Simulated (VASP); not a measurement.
Input of a VASP 6.6.1 run:

File INCAR:

```
SYSTEM = TaSi
PREC = Accurate ; ENCUT = 600
EDIFF = 1E-6 ; ISMEAR = -1
SIGMA = 0.05 ; LREAL = .False.
LASPH = .True. ; NELM = 80
ALGO = Normal ; ISIF = 3
LWAVE = .False. ; LCHARG = .False.
GGA = PE ; IBRION = 2
NSW = 32 ; EDIFFG = -0.005
PSTRESS = -9.5
```

KPOINTS

```
regular mesh
0
Gamma
  13 13 13
  0 0 0
```

The input POSCAR:

```
TaSi
1.0
    3.1579672874      0.0000000000      0.0000000000
    0.0000000000      3.1579672874      0.0000000000
    0.0000000000      0.0000000000      3.1579672874
Ta Si
1 1
Direct
    0.0000000000      0.0000000000      0.0000000000
    0.5000000000      0.5000000000      0.5000000000
```

Potentials or basis: VASP PAW PBE potentials, release 64 (Ta_pv, Si).

Run with:

```sh
$ cat potpaw_PBE.64/Ta_pv/POTCAR potpaw_PBE.64/Si/POTCAR > POTCAR
$ mpirun -np 1 vasp_std > vasp.out
```

Question: What does it give for the relaxed volume?

Answer: 15.76 Å³/atom.

Question: Estimate the space group after relaxing (to 0.05 Å).

Answer: Pm-3m (No. 221).

Final structure:
```xyz
2
Lattice="3.1588 0.0000 0.0000 0.0000 3.1588 0.0000 0.0000 0.0000 3.1588" Properties=species:S:1:pos:R:3 pbc="T T T"
Ta    0.0000    0.0000    0.0000
Si    1.5794    1.5794    1.5794
```

Caveat: the cell is relaxed towards a set pressure, so the enthalpy falls and the energy may rise.
